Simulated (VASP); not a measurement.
# Mg13O12 in VASP: a series of runs

Mg13O12 is run at these levels: PBE; tasks: single point.

Everything below comes from runs of VASP 6.6.1. Logs are shortened: lines on timing, memory, paths and dates and some standing lists are left out, and cuts for length are marked.

**1. The cell of the first run**

The cell holds a slab with vacuum, 25 atoms: a = 5.446 Å, b = 5.446 Å, c = 17.558 Å, α = 90.00°, β = 90.00°, γ = 60.00°.

**2. Single point, PBE**

The input, INCAR:

```
  PREC = Accurate
  ENCUT = 520
  EDIFF = 1E-7
  ISMEAR = -1
  SIGMA = 0.05
  LREAL = Auto
  LASPH = True
  NELM = 60
  ALGO = Normal
  ISIF = 2
  LWAVE = False
  LCHARG = False
  GGA = PE
  NBANDS = 67
```

The input, KPOINTS:

```
Automatic mesh
0
Gamma
  2 2 1
```

The input, POSCAR:

```
Mg13O12
1.0
    5.4461360000      0.0000000000      0.0000000000
    2.7230680000      4.7164920000      0.0000000000
    0.0000000000      0.0000000000     17.5584400000
Mg O
13 12
Direct
    0.0000000000      0.0000000000      0.0569526678
   -0.0000013665      0.4999902470      0.0569526678
    0.5000058757      0.0000000000      0.0569526678
    0.5000045093      0.4999902470      0.0569526678
    0.6928006153      0.6424054149      0.2004107426
    0.6616974608      0.1955902819      0.1928759047
    0.1389279851      0.6616358090      0.2008549734
    0.1864650505      0.1381111216      0.2081847818
    0.2921458181      0.3853499592      0.3489603860
    0.3006341114      0.8656433638      0.3462836106
    0.7989959293      0.3540343119      0.3344773226
    0.8157929086      0.8647528714      0.3493134925
    0.5470702633      0.5021104668      0.4748542581
    0.3333340262      0.8333312131      0.1202669485
    0.3333353927      0.3333409661      0.1202669485
    0.8333399019      0.8333312131      0.1202669485
    0.8333229067      0.3333409661      0.1202669485
    0.0024197233      0.4785124198      0.2664302751
    0.9876460087     -0.0060426266      0.2697790920
    0.4742230333      0.5294825052      0.2665441805
    0.5310059393      0.0096470004      0.2635484701
    0.6294900514      0.2080783769      0.4043468554
    0.6446305175      0.6970646828      0.4052410123
    0.0861324376      0.1829961760      0.4190121674
    0.1344501033      0.7010718984      0.4209143865
```

Potentials or basis: VASP PAW PBE potentials, release 64 (Mg, O).

Launch:

```sh
$ cat potpaw_PBE.64/Mg/POTCAR potpaw_PBE.64/O/POTCAR > POTCAR
$ mpirun -np 1 vasp_std > vasp.out
```

OUTCAR:

```text
PREC = Accurate
   ENCUT = 520
   EDIFF = 1E-7
   ISMEAR = -1
   LREAL = Auto
   LASPH = True
   NELM = 60
   ISIF = 2
   GGA = PE

 ion  position               nearest neighbor table
   1  0.000  0.000  0.057-  16 1.93  14 1.93  17 1.93   2 2.72   4 2.72   3 2.72   3 2.72   4 2.72
                             2 2.72   6 2.87   7 2.99   8 3.07
   2  1.000  0.500  0.057-  17 1.93  15 1.93  16 1.93   1 2.72   4 2.72   3 2.72   3 2.72   4 2.72
                             1 2.72   7 2.90   5 2.91   8 3.16
   3  0.500  0.000  0.057-  16 1.93  14 1.93  15 1.93   4 2.72   1 2.72   2 2.72   2 2.72   1 2.72
                             4 2.72   6 2.92   5 3.03   8 3.04
   4  0.500  0.500  0.057-  17 1.93  15 1.93  14 1.93   3 2.72   1 2.72   2 2.72   2 2.72   1 2.72
                             3 2.72   6 2.79   5 2.98   7 3.05
   5  0.693  0.642  0.200-  18 1.87  20 1.97  17 2.03  21 2.06  16 2.11  14 2.20   7 2.48   6 2.53
                             8 2.72  11 2.73   8 2.73   2 2.91   6 2.93   7 2.97   4 2.98   3 3.03
   6  0.662  0.196  0.193-  17 1.94  21 1.95  15 2.01  20 2.04  19 2.06  16 2.13   5 2.53   7 2.71
                             8 2.73   7 2.77   8 2.77   4 2.79  11 2.85   1 2.87   3 2.92   5 2.93
   7  0.139  0.662  0.201-  18 1.90  20 1.97  19 1.98  16 2.02  15 2.10  14 2.23   5 2.48   6 2.71
                             8 2.73   8 2.74   6 2.77   2 2.90   9 2.91   5 2.97   1 2.99  12 3.03
   8  0.186  0.138  0.208-  18 1.91  21 1.91  19 1.95  14 2.11  15 2.24  17 2.27   5 2.72   6 2.73
                             5 2.73   7 2.73   7 2.74  10 2.75   6 2.77  11 2.88   9 3.00   3 3.04
   9  0.292  0.385  0.349-  22 1.87  25 1.95  18 2.01  20 2.11  24 2.29  21 2.34  12 2.60  10 2.64
                            11 2.69  11 2.79  10 2.81  12 2.84  13 2.85   7 2.91   8 3.00   6 3.25
  10  0.301  0.866  0.346-  23 1.92  24 1.99  19 2.00  25 2.04  20 2.12  21 2.30   9 2.64  12 2.64
                            11 2.70   8 2.75  11 2.76  12 2.80   9 2.81  13 2.86   7 3.08   5 3.16
  11  0.799  0.354  0.334-  22 1.93  20 1.94  18 1.97  24 2.01  23 2.04  19 2.04  12 2.63   9 2.69
                            10 2.70   5 2.73  13 2.74  10 2.76   9 2.79  12 2.84   6 2.85   8 2.88
  12  0.816  0.865  0.349-  23 1.88  22 1.89  25 1.96  19 1.99  21 2.02  18 2.33   9 2.60  11 2.63
                            10 2.64  10 2.80  11 2.84   9 2.84   7 3.03   5 3.09   6 3.16
  13  0.547  0.502  0.475-  23 1.86  22 1.89  25 2.16  24 2.74  11 2.74   9 2.85  10 2.86
  14  0.333  0.833  0.120-   1 1.93   3 1.93   4 1.93   8 2.11   5 2.20   7 2.23
  15  0.333  0.333  0.120-   4 1.93   2 1.93   3 1.93   6 2.01   7 2.10   8 2.24
  16  0.833  0.833  0.120-   1 1.93   3 1.93   2 1.93   7 2.02   5 2.11   6 2.13
  17  0.833  0.333  0.120-   4 1.93   2 1.93   1 1.93   6 1.94   5 2.03   8 2.27
  18  0.002  0.479  0.266-   5 1.87   7 1.90   8 1.91  11 1.97   9 2.01  12 2.33
  19  0.988  0.994  0.270-   8 1.95   7 1.98  12 1.99  10 2.00  11 2.04   6 2.06
  20  0.474  0.529  0.267-  11 1.94   7 1.97   5 1.97   6 2.04   9 2.11  10 2.12
  21  0.531  0.010  0.264-   8 1.91   6 1.95  12 2.02   5 2.06  10 2.30   9 2.34
  22  0.629  0.208  0.404-   9 1.87  12 1.89  13 1.89  11 1.93
  23  0.645  0.697  0.405-  13 1.86  12 1.88  10 1.92  11 2.04
  24  0.086  0.183  0.419-  10 1.99  11 2.01   9 2.29  13 2.74
  25  0.134  0.701  0.421-   9 1.95  12 1.96  10 2.04  13 2.16

[... 176 lines left out ...]
   ISMEAR =    -1;   SIGMA  =   0.05  broadening in eV -4-tet -1-fermi 0-gaus
   EFERMI_NEDOS =   21; number of points for ismear=-14 and -15
   IALGO  =     38    algorithm
   IMIX   =      4    mixing-type and parameters
     AMIX     =   0.40;   BMIX     =  1.00
     AMIX_MAG =   1.60;   BMIX_MAG =  1.00
  volume/ion in A,a.u.               =      18.04       121.74
  Fermi-wavevector in a.u.,A,eV,Ry     =   0.984205  1.859878 13.179420  0.968660
  Thomas-Fermi vector in A             =   2.115421
   LORBIT       =      0    0 simple, 1 ext, 2 COOP (PROOUT), +10 PAW based schemes
   GGA     = PE    functional components
[... 5 lines left out ...]
 non-spin polarized calculation
  energy-cutoff  :      520.00
  volume of cell :      451.02
 maximum number of plane-waves:     12128
 NGX is ok and might be reduce to    42
   NGX = 21   NGY = 21   NGZ = 65

 number of electron      97.9999990 magnetization

 Free energy of the ion-electron system (eV)
  ---------------------------------------------------
  ext. energy  EPLUGINS =         0.00000000
  ---------------------------------------------------
  free energy    TOTEN  =      -123.31014313 eV

  energy without entropy =     -123.25108551  energy(sigma->0) =     -123.28061432

 E-fermi :   0.6071     XC(G=0):  -6.5873

 val. band max:        0.5573977352   @ k =   0.5000   0.5000   0.0000
 cond. band min:       0.6433439162   @ k =   0.5000   0.0000   0.0000
 fundamental gap:      0.0859461810
 Fermi energy:         0.6070826255

 k-point     1 :       0.0000    0.0000    0.0000
  band No.  band energies     occupation
      1     -19.7657      2.00000
      2     -18.7395      2.00000
      3     -18.5338      2.00000
      4     -18.3246      2.00000
      5     -18.0491      2.00000
      6     -17.7069      2.00000
[... 245 lines left out ...]
     60       7.0522      0.00000
     61       7.1826      0.00000
 [bands above 61 left out]

------------------------ aborting loop because EDIFF is reached ----------------------------------------

  FORCE on cell =-STRESS in cart. coord.  units (eV):
  Direction    XX          YY          ZZ          XY          YZ          ZX
  --------------------------------------------------------------------------------------
  -------------------------------------------------------------------------------------
  Total       68.6088241     65.4024715      8.9294381      0.6031491     -3.9902741      2.4629664
  in kB      243.7232979    232.3331764     31.7205858      2.1426031    -14.1748934      8.7493451
  external PRESSURE =     169.2590201 kB  Pullay stress =       0.0000000 kB

 VOLUME and BASIS-vectors are now :
 -----------------------------------------------------------------------------
  energy-cutoff  :      520.00
  volume of cell :      451.02
      direct lattice vectors                 reciprocal lattice vectors
     5.446136000  0.000000000  0.000000000     0.183616421 -0.106010993  0.000000000
     2.723068000  4.716492000  0.000000000     0.000000000  0.212021986  0.000000000
     0.000000000  0.000000000 17.558440000     0.000000000  0.000000000  0.056952668

 POSITION                                       TOTAL-FORCE (eV/Angst)
 -----------------------------------------------------------------------------------
      0.00000      0.00000      1.00000         0.198758     -0.123473     -1.542737
      6.80764      2.35820      1.00000         0.078730     -0.113803     -1.627835
      2.72310      0.00000      1.00000        -0.158919     -0.038170     -1.369146
      4.08460      2.35820      1.00000        -0.114307      0.286155     -1.701921
      5.52240      3.02990      3.51890        -1.529755      2.663769     -0.507855
      4.13630      0.92250      3.38660        -1.176825     -1.441304      1.245582
[... 17 lines left out ...]
      0.96740      0.86310      7.35720         1.291210      0.583032     -0.546732
      2.64130      3.30660      7.39060         1.086499     -0.621458      0.080680
 -----------------------------------------------------------------------------------
    total drift:                               -0.001273      0.006139      0.012760

  FREE ENERGIE OF THE ION-ELECTRON SYSTEM (eV)
  ---------------------------------------------------
  free  energy   TOTEN  =      -123.3101431323 eV

  energy  without entropy=     -123.2510855113  energy(sigma->0) =     -123.28061432
```

Run time: 5.3 min. Hardware: 1 thread of Intel Xeon 6975P-C (Granite Rapids), shared host; peak memory 0.53 GiB.

What came out:

```
Free energy            : -123.3101 eV
Largest force          : 3.113 eV/Å
Band gap on the k mesh : zero (band 49 reaches 0.77 eV, above the bottom of band 50 at 0.54 eV)
```

Forces in eV/Å, atoms in the order of the input:
```
Mg   0.199 -0.123 -1.543
Mg   0.079 -0.114 -1.628
Mg  -0.159 -0.038 -1.369
Mg  -0.114  0.286 -1.702
Mg  -1.530  2.664 -0.508
Mg  -1.177 -1.441  1.246
Mg   1.914  0.538 -0.404
Mg   0.465 -0.493 -1.424
Mg  -0.865 -1.540  0.099
Mg   0.933  0.031  0.495
Mg   0.492  0.236  1.297
Mg  -0.818  0.055  0.636
Mg  -0.641  0.144 -1.002
O   -0.096 -0.090  1.626
O   -0.255  0.194  1.430
O    0.001 -0.084  1.454
O    0.452  0.021  1.533
O    0.405  0.340  0.661
O    0.963  0.686 -0.853
O    0.011 -0.255 -0.841
O   -2.005 -0.506  0.144
O   -0.263 -0.075  1.073
O   -0.369 -0.394  0.046
O    1.291  0.583 -0.547
O    1.086 -0.621  0.081
```

Caveat: the k points lie up to 0.67 Å⁻¹ apart.

**3. Single point, PBE**

The input, INCAR:

```
SYSTEM = Mg13O12
PREC = Accurate
ENCUT = 520
EDIFF = 1E-6
ISMEAR = -1
SIGMA = 0.05
LREAL = Auto
LASPH = .TRUE.
NELM = 100
ALGO = Normal
ISIF = 2
LWAVE = .FALSE.
LCHARG = .TRUE.
GGA = PE
LELF = .TRUE.
LVHAR = .TRUE.
NBANDS = 67
```

The input, KPOINTS:

```
Automatic mesh
0
G
  2 2 1
  0 0 0
```

The input, POSCAR:

```
Mg13O12
1.0
    5.4461360000      0.0000000000      0.0000000000
    2.7230680000      4.7164920000      0.0000000000
    0.0000000000      0.0000000000     17.5584400000
Mg O
13 12
Direct
    0.0000000000      0.0000000000      0.0569526678
   -0.0000013665      0.4999902470      0.0569526678
    0.5000058757      0.0000000000      0.0569526678
    0.5000045093      0.4999902470      0.0569526678
    0.6716259518      0.6886474100      0.2013162901
    0.6561253554      0.1461043504      0.1981668075
    0.1644663822      0.6401579818      0.1914065259
    0.1399603746      0.1713349668      0.1978535679
    0.3169893828      0.3540979185      0.3500880488
    0.3477394083      0.8257832304      0.3388512875
    0.8194757456      0.3056932992      0.3449509182
    0.8162539535      0.8249775469      0.3606015113
    0.4790733621      0.5217649049      0.4788181638
    0.3333340262      0.8333312131      0.1202669485
    0.3333353927      0.3333409661      0.1202669485
    0.8333399019      0.8333312131      0.1202669485
    0.8333229067      0.3333409661      0.1202669485
    0.0180223778      0.4646037776      0.2684691806
    0.9640140329     -0.0141206643      0.2615836031
    0.5062684554      0.4795301254      0.2692608227
    0.4869534143     -0.0148415390      0.2615779078
    0.6333823706      0.1784801077      0.4212276261
    0.6518921108      0.6600668463      0.4120867230
    0.1741743964      0.1486274121      0.4137269598
    0.1585155447      0.6885626012      0.4167169749
```

Potentials or basis: VASP PAW PBE potentials, release 64 (Mg, O).

Launch:

```sh
$ cat potpaw_PBE.64/Mg/POTCAR potpaw_PBE.64/O/POTCAR > POTCAR
$ mpirun -np 1 vasp_std > vasp.out
```

Run time: 4.1 min. Hardware: 1 thread of Intel Xeon 6975P-C (Granite Rapids), shared host; peak memory 0.54 GiB.

Results (log left out):

```
Free energy            : -123.3618 eV
Largest force          : 4.117 eV/Å
Band gap on the k mesh : zero (band 49 reaches 0.68 eV, above the bottom of band 50 at 0.40 eV)
```

Forces in eV/Å, atoms in the order of the input:
```
Mg   0.073  0.087 -1.667
Mg  -0.223 -0.109 -1.943
Mg  -0.165 -0.045 -1.740
Mg   0.233  0.025 -1.531
Mg  -1.686 -3.739 -0.353
Mg   0.405  2.195  0.280
Mg   1.579  1.295  2.802
Mg  -0.149 -1.744  0.599
Mg  -0.991 -0.783 -0.805
Mg  -1.727  0.538 -0.133
Mg   1.539  0.109  0.072
Mg   1.463  0.868 -0.678
Mg   0.232 -0.113 -0.377
O   -0.102 -0.117  1.163
O   -0.247 -0.605  0.827
O   -0.233 -0.248  0.920
O   -0.249  0.257  1.076
O   -0.677  1.916  0.112
O    2.230 -1.141  1.171
O   -0.415  0.937 -0.872
O   -0.143  1.686  1.740
O    0.447 -0.398 -0.397
O   -0.365 -1.156  0.488
O   -0.492  0.301 -0.259
O   -0.338 -0.015 -0.494
```

Levels at points of the mesh, in eV from the Fermi level:
| k point | band 46 | band 47 | band 48 | band 49 | band 50 | band 51 | band 52 | band 53 | band 54 | band 55 |
| --- | --- | --- | --- | --- | --- | --- | --- | --- | --- | --- |
| (0.00, 0.00, 0.00) | -0.64 | -0.54 | 0.16 | 0.22 | 1.86 | 2.56 | 2.58 | 2.63 | 3.70 | 4.29 |
| (0.50, 0.00, 0.00) | -0.98 | -0.46 | -0.31 | -0.29 | -0.02 | 2.10 | 2.11 | 2.60 | 4.52 | 5.38 |
| (0.50, 0.50, 0.00) | -1.02 | -0.35 | -0.32 | -0.25 | -0.06 | 2.11 | 2.11 | 2.61 | 4.52 | 5.38 |
| (0.00, 0.50, 0.00) | -1.05 | -0.44 | -0.30 | -0.30 | -0.02 | 2.10 | 2.11 | 2.60 | 4.55 | 5.38 |

Caveat: the k points lie up to 0.67 Å⁻¹ apart.

**4. Single point, PBE**

The input, INCAR:

```
SYSTEM = Mg13O12
ALGO = Normal
EDIFF = 1E-7
ENCUT = 520
GGA = PE
ISIF = 2
ISMEAR = -1
LASPH = .TRUE.
LCHARG = .TRUE.
LELF = .TRUE.
LREAL = Auto
LVHAR = .TRUE.
LWAVE = .FALSE.
NBANDS = 67
NELM = 100
PREC = Accurate
SIGMA = 0.05
```

The input, KPOINTS:

```
k-points
0
G
  2 2 1
  0 0 0
```

The input, POSCAR:

```
Mg13O12
1.0
    5.4461360000      0.0000000000      0.0000000000
    2.7230680000      4.7164920000      0.0000000000
    0.0000000000      0.0000000000     17.5584400000
Mg O
13 12
Direct
    0.0000000000      0.0000000000      0.0569526678
   -0.0000013665      0.4999902470      0.0569526678
    0.5000058757      0.0000000000      0.0569526678
    0.5000045093      0.4999902470      0.0569526678
    0.6577820495      0.6808237987      0.2064420302
    0.6697881243      0.1815756287      0.1995735384
    0.1614663614      0.6783643437      0.2034577104
    0.1469309884      0.1782892879      0.1992602988
    0.3391602658      0.2951770087      0.3464430781
    0.3256478256      0.8211611511      0.3411863469
    0.8448444618      0.3438996610      0.3434530630
    0.8648078311      0.8172175422      0.3483566877
    0.4820640620      0.5564729040      0.4717275567
    0.3333340262      0.8333312131      0.1202669485
    0.3333353927      0.3333409661      0.1202669485
    0.8333399019      0.8333312131      0.1202669485
    0.8333229067      0.3333409661      0.1202669485
    0.0069631036      0.5101885045      0.2694658523
    0.9890404338     -0.0089049234      0.2676262812
    0.5015835411      0.5097220561      0.2621702156
    0.4713398410      0.0323969594      0.2661967692
    0.6656788822      0.1752149691      0.4060041780
    0.6457618054      0.6877145132      0.4036634234
    0.1306923269      0.1627692785      0.4203049929
    0.1719326952      0.6281999418      0.4171555104
```

Launch:

```sh
$ cat potpaw_PBE.64/Mg/POTCAR potpaw_PBE.64/O/POTCAR > POTCAR
$ mpirun -np 1 vasp_std > vasp.out
```

Run time: 3.8 min. Hardware: 1 thread of Intel Xeon 6975P-C (Granite Rapids), shared host; peak memory 0.54 GiB.

It converged, with:

- Free energy: -123.7575 eV
- Largest force: 2.408 eV/Å
- Band gap on the k mesh: zero (band 49 reaches 0.65 eV, above the bottom of band 50 at 0.37 eV)

Forces on the atoms (eV/Å):
```
Mg  -0.001 -0.114 -1.504
Mg   0.053  0.083 -1.324
Mg  -0.005 -0.017 -1.239
Mg  -0.051  0.090 -1.312
Mg   1.100  1.031 -1.556
Mg  -1.744 -0.613 -0.397
Mg  -0.062 -1.136 -1.863
Mg   1.096 -0.114 -0.300
Mg   0.277  1.135  1.013
Mg   0.065  0.695  0.282
Mg  -1.576 -0.204  0.084
Mg  -1.586  1.287  1.275
Mg   0.593 -1.511  0.249
O   -0.094  0.191  1.667
O   -0.090  0.173  1.435
O    0.007  0.069  1.852
O    0.091  0.153  1.740
O   -1.226 -0.553 -0.200
O    1.169  1.540  0.270
O   -0.341 -0.412  1.265
O    0.325 -1.943 -0.768
O    0.734  0.328  1.155
O    0.687 -0.106  0.062
O    0.793 -0.824 -0.727
O   -0.213  0.771 -1.159
```

Levels at points of the mesh, in eV from the Fermi level:
| k point | band 48 | band 49 | band 50 | band 51 | band 52 | band 53 |
| --- | --- | --- | --- | --- | --- | --- |
| (0.00, 0.00, 0.00) | 0.15 | 0.19 | 2.01 | 2.71 | 2.73 | 2.74 |
| (0.50, 0.00, 0.00) | -0.22 | -0.17 | -0.02 | 2.23 | 2.24 | 2.71 |
| (0.50, 0.50, 0.00) | -0.21 | -0.18 | -0.10 | 2.23 | 2.24 | 2.73 |
| (0.00, 0.50, 0.00) | -0.20 | -0.19 | -0.02 | 2.23 | 2.24 | 2.74 |

Caveat: the k points lie up to 0.67 Å⁻¹ apart.
